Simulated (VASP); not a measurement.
LaGa2, 3 atoms in the cell. It takes space group P6/mmm (No. 191, hexagonal). The conventional cell has a = 4.197 Å, b = 4.197 Å, c = 4.221 Å, α = 90.00°, β = 90.00°, γ = 120.00°. Within 4.2 Å of La (site symmetry 6/mmm) lie 12 Ga at 3.21 Å and 6 La at 4.20 Å. Within 3.2 Å of Ga (site symmetry -6m2) lie 3 Ga at 2.42 Å. 

* Program: VASP 6.6.1
* Task: single point
* Functional: PBEsol
* Potentials or basis: VASP PAW PBE potentials, release 64 (La, Ga_d)
* Cutoff: 500 eV
* k mesh: 9 × 9 × 8
* Occupations: fermi-dirac, width 0.1 eV
* Spin: no spin polarisation
* Dipole correction: no
* Further INCAR settings: ALGO = Normal; EDIFF = 1e-06; NBANDS = 26

Potentials or basis: VASP PAW PBE potentials, release 64 (La, Ga_d).

Command:

```console
$ cat potpaw_PBE.64/La/POTCAR potpaw_PBE.64/Ga_d/POTCAR > POTCAR
$ mpirun -np 1 vasp_std > vasp.out
```

Hardware: 1 thread of Intel(R) Xeon(R) 6975P-C (Granite Rapids), with other jobs on the host.

Question: Estimate the wall time of this run.

Answer: Wall time 40 s on 1 thread of Intel(R) Xeon(R) 6975P-C (Granite Rapids), on a shared host, peak memory 0.25 GiB. Counts: scf iterations 14, k points 60.
